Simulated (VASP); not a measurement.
Crystal: TaN.

```
Ta N
1.0
     0.00000    2.15579    2.15579
     2.15579    0.00000    2.15579
     2.15579    2.15579    0.00000
Ta N
1 1
Cartesian
  2.1652 2.1558 2.1558
  -0.1210 0.0000 0.0000
```

Base run:

```yaml
Program: VASP 6.6.1
Functional: LDA
Potentials_or_basis: VASP PAW LDA potentials, release 64 (Ta_pv, N)
Cutoff: 520 eV
k_mesh: 18 × 18 × 18
Occupations: gaussian, width 0.15 eV
Spin: no spin polarisation
```

Its results: band gap on the k mesh zero (band 8 reaches 12.06 eV, above the bottom of band 9 at 8.16 eV); pressure 15.9 GPa; largest force 1.504 eV/Å.

Question: The run is repeated on the same cell with these changes: potentials or basis from VASP PAW LDA potentials, release 64 (Ta_pv, N) to VASP PAW LDA potentials, release 64 (Ta_sv_GW, N); cutoff from 520 eV to 600 eV; further incar settings from ALGO = Normal; EDIFF = 1e-06; NBANDS = 15 to ALGO = Normal; EDIFF = 1e-06; NBANDS = 16; valence electrons from 16 to 18. What comes out?

Answer: Band gap on the k mesh zero (band 9 reaches 16.39 eV, above the bottom of band 10 at 12.50 eV); pressure 14.9 GPa; largest force 1.503 eV/Å.

Caveats: spin-orbit coupling is left out, which moves the levels of the heavy elements; forces of over 1 eV/Å act on the atoms, so gaps and moduli don't describe the material at rest.
